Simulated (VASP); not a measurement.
# Ta4C3 (P4mm) in VASP: single point with PBEsol

Aim: the single point of Ta4C3 with PBEsol.

Everything below comes from runs of VASP 6.6.1. Logs are shortened: lines on timing, memory, paths and dates and some standing lists are left out, and cuts for length are marked.

## (1) The cell of the first run

The structure is tetragonal, space group P4mm (No. 99). The conventional cell has a = 4.403 Å, b = 4.403 Å, c = 4.403 Å, α = 90.00°, β = 90.00°, γ = 90.00°. Ta (site symmetry 2mm) has 4 C at 2.13 to 2.28 Å within 2.8 Å. Within 2.9 Å of Ta (site symmetry 4mm) lie 4 C at 2.20 Å. Within 2.8 Å of Ta (site symmetry 4mm) lie 6 C at 2.13 to 2.28 Å. Within 2.8 Å of C (site symmetry 2mm) lie 6 Ta at 2.13 to 2.28 Å. C (site symmetry 4mm) has 6 Ta at 2.13 to 2.28 Å within 2.8 Å.

## (2) Single point, PBEsol

INCAR reads:

```
SYSTEM = Ta4C3
ALGO     = Normal         ! electronic algorithm
EDIFF    = 1E-7           ! SCF threshold, eV
ENCUT    = 520            ! plane-wave cutoff, eV
GGA      = PS             ! functional
ISIF     = 2              ! what is computed and relaxed
ISMEAR   = 0              ! smearing method
LASPH    = .True.         ! aspherical terms in the spheres
LCHARG   = .True.         ! write CHGCAR
LELF     = .True.         ! ELF
LREAL    = .False.        ! projectors in reciprocal space
LVHAR    = .True.       
LWAVE    = .False.        ! write WAVECAR
NBANDS   = 37             ! bands
NELM     = 100            ! most SCF steps
PREC     = Accurate       ! precision mode
SIGMA    = 0.15           ! smearing width, eV
```

KPOINTS reads:

```
k-points
0
Gamma
  10 10 10
  0 0 0
```

POSCAR reads:

```
Ta4C3
1.0
    4.4026021986      0.0000000000      0.0000000000
    0.0000000000      4.4026021986      0.0000000000
    0.0000000000      0.0000000000      4.4026021986
Ta C
4 3
Direct
    0.0000000000      0.5000000000      0.5000000000
    0.5000000000      0.0000000000      0.5000000000
    0.5000000000      0.5000000000      0.0000000000
    0.0000000000      0.0000000000      0.0000000000
    0.5000000000      0.0000000000     -0.0170353797
    0.0000000000      0.5000000000     -0.0170353797
    0.0000000000      0.0000000000      0.4829646203
```

Potentials or basis: VASP PAW PBE potentials, release 64 (Ta_pv, C).

Run with:

```
$ cat potpaw_PBE.64/Ta_pv/POTCAR potpaw_PBE.64/C/POTCAR > POTCAR
$ mpirun -np 1 vasp_std > vasp.out
```

OUTCAR:

```text
SYSTEM = Ta4C3
   EDIFF = 1E-7
   ENCUT = 520
   GGA = PS
   ISIF = 2
   ISMEAR = 0
   LASPH = .True.
   LREAL = .False.
   NELM = 100
   PREC = Accurate

 ion  position               nearest neighbor table
   1  0.000  0.500  0.500-   6 2.13   7 2.20   7 2.20   6 2.28   3 3.11   3 3.11   4 3.11   4 3.11
                             2 3.11   4 3.11   2 3.11   4 3.11   2 3.11   3 3.11   3 3.11   2 3.11
   2  0.500  0.000  0.500-   5 2.13   7 2.20   7 2.20   5 2.28   3 3.11   3 3.11   4 3.11   4 3.11
                             1 3.11   3 3.11   3 3.11   1 3.11   4 3.11   1 3.11   4 3.11   1 3.11
   3  0.500  0.500  0.000-   5 2.20   6 2.20   5 2.20   6 2.20   2 3.11   1 3.11   2 3.11   2 3.11
                             4 3.11   4 3.11   2 3.11   1 3.11   4 3.11   1 3.11   1 3.11   4 3.11
   4  0.000  0.000  0.000-   7 2.13   6 2.20   5 2.20   6 2.20   5 2.20   7 2.28   1 3.11   2 3.11
                             1 3.11   1 3.11   3 3.11   2 3.11   1 3.11   2 3.11   3 3.11   3 3.11
   5  0.500  0.000  0.983-   2 2.13   3 2.20   4 2.20   3 2.20   4 2.20   2 2.28
   6  0.000  0.500  0.983-   1 2.13   3 2.20   4 2.20   4 2.20   3 2.20   1 2.28
   7  0.000  0.000  0.483-   4 2.13   2 2.20   1 2.20   1 2.20   2 2.20   4 2.28

  LATTYP: Found a simple cubic cell.
 ALAT       =     4.4026021986

  Lattice vectors:

 A1 = (   4.4026021986,   0.0000000000,   0.0000000000)
 A2 = (   0.0000000000,   4.4026021986,   0.0000000000)
 A3 = (   0.0000000000,   0.0000000000,   4.4026021986)

Analysis of symmetry for initial positions (statically):
=====================================================================
 Subroutine PRICEL returns:
 Original cell was already a primitive cell.

 Routine SETGRP: Setting up the symmetry group for a
 simple cubic supercell.

 Subroutine GETGRP returns: Found  8 space group operations
 (whereof  8 operations were pure point group operations)
 out of a pool of 48 trial point group operations.

The static configuration has the point symmetry C_4v.

Analysis of symmetry for dynamics (positions and initial velocities):
=====================================================================
 Subroutine PRICEL returns:
 Original cell was already a primitive cell.

 Routine SETGRP: Setting up the symmetry group for a
 simple cubic supercell.

 Subroutine GETGRP returns: Found  8 space group operations
 (whereof  8 operations were pure point group operations)
 out of a pool of 48 trial point group operations.

The dynamic configuration has the point symmetry C_4v.

 Subroutine INISYM returns: Found  8 space group operations
 (whereof  8 operations are pure point group operations),
 and found     1 'primitive' translations

----------------------------------------------------------------------------------------

                                     Primitive cell

  volume of cell :      85.3352

  direct lattice vectors                    reciprocal lattice vectors
     4.402602199  0.000000000  0.000000000     0.227138396  0.000000000  0.000000000
     0.000000000  4.402602199  0.000000000     0.000000000  0.227138396  0.000000000
     0.000000000  0.000000000  4.402602199     0.000000000  0.000000000  0.227138396

  length of vectors
     4.402602199  4.402602199  4.402602199     0.227138396  0.227138396  0.227138396

  position of ions in fractional coordinates (direct lattice)
     0.000000000  0.500000000  0.500000000
     0.500000000  0.000000000  0.500000000
     0.500000000  0.500000000  0.000000000
     0.000000000  0.000000000  0.000000000
     0.500000000  0.000000000  0.982964620
     0.000000000  0.500000000  0.982964620
     0.000000000  0.000000000  0.482964620

  ion indices of the primitive-cell ions
   primitive index   ion index
                 1           1
                 2           2
                 3           3
                 4           4
                 5           5
                 6           6
                 7           7

----------------------------------------------------------------------------------------

 KPOINTS: k-points

Automatic generation of k-mesh.
 Grid dimensions read from file:
 generate k-points for:   10   10   10

 Generating k-lattice:

  Cartesian coordinates                     Fractional coordinates (reciprocal lattice)
     0.022713840  0.000000000  0.000000000     0.100000000  0.000000000  0.000000000
     0.000000000  0.022713840  0.000000000     0.000000000  0.100000000  0.000000000
     0.000000000  0.000000000  0.022713840     0.000000000  0.000000000  0.100000000

  Length of vectors
     0.022713840  0.022713840  0.022713840

  Shift w.r.t. Gamma in fractional coordinates (k-lattice)
     0.000000000  0.000000000  0.000000000

 Subroutine IBZKPT returns following result:
 ===========================================

 Found    126 irreducible k-points:

 Following reciprocal coordinates:
            Coordinates               Weight
  0.000000  0.000000  0.000000      1.000000
  0.100000  0.000000  0.000000      4.000000
  0.000000  0.000000  0.100000      2.000000
  0.200000  0.000000  0.000000      4.000000
  0.000000  0.000000  0.200000      2.000000
  0.300000  0.000000  0.000000      4.000000
[... 16 lines left out ...]
  0.500000  0.100000  0.000000      4.000000
  0.000000  0.500000  0.100000      4.000000
 [... further k-points ...]
   k-points           NKPTS =    126   k-points in BZ     NKDIM =    126   number of bands    NBANDS=     37
   number of dos      NEDOS =    301   number of ions     NIONS =      7
   total plane-waves  NPLWV =  46656
   dimension x,y,z NGX =    36 NGY =   36 NGZ =   36
   dimension x,y,z NGXF=    72 NGYF=   72 NGZF=   72
   ions per type =               4   3
   NGX,Y,Z   is equivalent  to a cutoff of  13.59, 13.59, 13.59 a.u.
   NGXF,Y,Z  is equivalent  to a cutoff of  27.19, 27.19, 27.19 a.u.
 SYSTEM =  Ta4C3
   PREC   = accura    normal or accurate (medium, high low for compatibility)
   ISTART =      0    job   : 0-new  1-cont  2-samecut
   ICHARG =      2    charge: 1-file 2-atom 10-const
   ISPIN  =      1    spin polarized calculation?
   LNONCOLLINEAR =      F non collinear calculations
   LSORBIT =      F    spin-orbit coupling
   LASPH  =      T    aspherical Exc in radial PAW
   ENCUT  =  520.0 eV  38.22 Ry    6.18 a.u.   8.19  8.19  8.19*2*pi/ulx,y,z
   NELM   =    100;   NELMIN=  2; NELMDL= -5     # of ELM steps
   EDIFF  = 0.1E-06   stopping-criterion for ELM
   LREAL  =      F    real-space projection
   EDIFFG = 0.1E-05   stopping-criterion for IOM
   NSW    =      0    number of steps for IOM
   IBRION =     -1    ionic relax: 0-MD 1-quasi-New 2-CG
   NFREE  =      0    steps in history (QN), initial steepest desc. (CG)
   ISIF   =      2    stress and relaxation
   ISYM   =      2    0-nonsym 1-usesym 2-fastsym
   POTIM  = 0.5000    time-step for ionic-motion
   TEBEG  =    0.0;   TEEND  =   0.0 temperature during run
   PSTRESS=    0.0 pullay stress
   NELECT =      56.0000    total number of electrons
   NUPDOWN=      -1.0000    fix difference up-down
   EMIN   =  10.00;   EMAX   =-10.00  energy-range for DOS
   EFERMI =   0.00;   METHOD = LEGACY
   ISMEAR =     0;   SIGMA  =   0.15  broadening in eV -4-tet -1-fermi 0-gaus
   EFERMI_NEDOS =   21; number of points for ismear=-14 and -15
   IALGO  =     38    algorithm
   IMIX   =      4    mixing-type and parameters
     AMIX     =   0.40;   BMIX     =  1.00
     AMIX_MAG =   1.60;   BMIX_MAG =  1.00
  volume/ion in A,a.u.               =      12.19        82.27
  Fermi-wavevector in a.u.,A,eV,Ry     =   1.422639  2.688398 27.536857  2.023902
  Thomas-Fermi vector in A             =   2.543321
   LORBIT       =      0    0 simple, 1 ext, 2 COOP (PROOUT), +10 PAW based schemes
   GGA     = PS    functional components
   LHFCALC =     F    Hartree Fock is set to
   AEXX    =    0.0000 exact exchange contribution
   IVDW    =     0    specifies the selected vdW correction
   LEPSILON=     F    determine dielectric tensor
   LRPA    =     F    only Hartree local field effects (RPA)
 non-spin polarized calculation
 Gauss-broadening in eV      SIGMA  =   0.15
  energy-cutoff  :      520.00
  volume of cell :       85.34
 maximum number of plane-waves:      2325
 NGX is ok and might be reduce to    36
   NGX = 17   NGY = 17   NGZ = 17

 number of electron      56.0000020 magnetization

 Free energy of the ion-electron system (eV)
  ---------------------------------------------------
  ext. energy  EPLUGINS =         0.00000000
  ---------------------------------------------------
  free energy    TOTEN  =       -82.66118108 eV

  energy without entropy =      -82.61853493  energy(sigma->0) =      -82.63985801

 E-fermi :   7.1937     XC(G=0): -13.1082

 val. band max:        7.1874083578   @ k =   0.1000   0.4000   0.3000
 cond. band min:       7.2004234001   @ k =   0.1000   0.0000   0.4000
 fundamental gap:      0.0130150423
 Fermi energy:         7.1936576982

 k-point     1 :       0.0000    0.0000    0.0000
  band No.  band energies     occupation
      1     -28.0470      2.00000
      2     -28.0379      2.00000
      3     -28.0379      2.00000
      4     -27.3860      2.00000
      5     -27.3813      2.00000
      6     -27.3813      2.00000
[... 29 lines left out ...]
     36      11.0411      0.00000
     37      11.9468      0.00000

 k-point     2 :       0.1000    0.0000    0.0000
  band No.  band energies     occupation
      1     -28.0415      2.00000
      2     -28.0324      2.00000
      3     -28.0295      2.00000
      4     -27.3865      2.00000
      5     -27.3819      2.00000
      6     -27.3815      2.00000
[... 29 lines left out ...]
     36      11.2927      0.00000
     37      11.9141      0.00000
[... 838 lines left out ...]
     36      10.6929      0.00000
     37      11.1865      0.00000

 k-point    24 :       0.0000    0.5000    0.1000
  band No.  band energies     occupation
      1     -27.9893      2.00000
      2     -27.9699      2.00000
      3     -27.9485      2.00000
      4     -27.4309      2.00000
      5     -27.4082      2.00000
      6     -27.4018      2.00000
[... 29 lines left out ...]
     36      10.6646      0.00000
     37      11.2745      0.00000

 [... further k-points ...]

------------------------ aborting loop because EDIFF is reached ----------------------------------------

  FORCE on cell =-STRESS in cart. coord.  units (eV):
  Direction    XX          YY          ZZ          XY          YZ          ZX
  --------------------------------------------------------------------------------------
  -------------------------------------------------------------------------------------
  Total        0.3289977      0.3289977      1.5784927      0.0000000      0.0000000      0.0000000
  in kB        6.1769644      6.1769644     29.6363581      0.0000000      0.0000000      0.0000000
  external PRESSURE =      13.9967623 kB  Pullay stress =       0.0000000 kB

 VOLUME and BASIS-vectors are now :
 -----------------------------------------------------------------------------
  energy-cutoff  :      520.00
  volume of cell :       85.34
      direct lattice vectors                 reciprocal lattice vectors
     4.402602199  0.000000000  0.000000000     0.227138396  0.000000000  0.000000000
     0.000000000  4.402602199  0.000000000     0.000000000  0.227138396  0.000000000
     0.000000000  0.000000000  4.402602199     0.000000000  0.000000000  0.227138396

 POSITION                                       TOTAL-FORCE (eV/Angst)
 -----------------------------------------------------------------------------------
      0.00000      2.20130      2.20130         0.000000      0.000000     -1.060662
      2.20130      0.00000      2.20130         0.000000      0.000000     -1.060662
      2.20130      2.20130      0.00000         0.000000     -0.000000     -0.228426
      0.00000      0.00000      0.00000        -0.000000      0.000000     -0.796073
      2.20130      0.00000      4.32760         0.000000      0.000000      0.989812
      0.00000      2.20130      4.32760         0.000000      0.000000      0.989812
      0.00000      0.00000      2.12630         0.000000      0.000000      1.166200
 -----------------------------------------------------------------------------------
    total drift:                                0.000000      0.000000      0.000147

  FREE ENERGIE OF THE ION-ELECTRON SYSTEM (eV)
  ---------------------------------------------------
  free  energy   TOTEN  =       -82.6611810837 eV

  energy  without entropy=      -82.6185349317  energy(sigma->0) =      -82.63985801
```

It took 4.4 min on 1 thread of AMD EPYC 9R14 (Zen 4), shared host; peak memory 0.39 GiB.

Results:

* Free energy: -82.6612 eV
* Pressure: 1.4 GPa
* Largest force: 1.166 eV/Å
* Band gap on the k mesh: zero (bands 28 and 29 overlap by 0.97 eV)

Forces in eV/Å, atoms in the order of the input:
```
Ta   0.000  0.000 -1.061
Ta   0.000  0.000 -1.061
Ta   0.000  0.000 -0.228
Ta   0.000  0.000 -0.796
C    0.000  0.000  0.990
C    0.000  0.000  0.990
C    0.000  0.000  1.166
```

Stress tensor (GPa, compression positive):
```
0.62 0.00 0.00
0.00 0.62 0.00
0.00 0.00 2.96
```

Caveat: the cell differs from its parent crystal (all C atoms moved +0.075 Å, as atom 5 towards its neighbour atom 2 (Ta) at 2.201 Å); the PAW data sets were made with another functional, which shifts forces and pressure a little; spin-orbit coupling is left out, which moves the levels of the heavy elements.
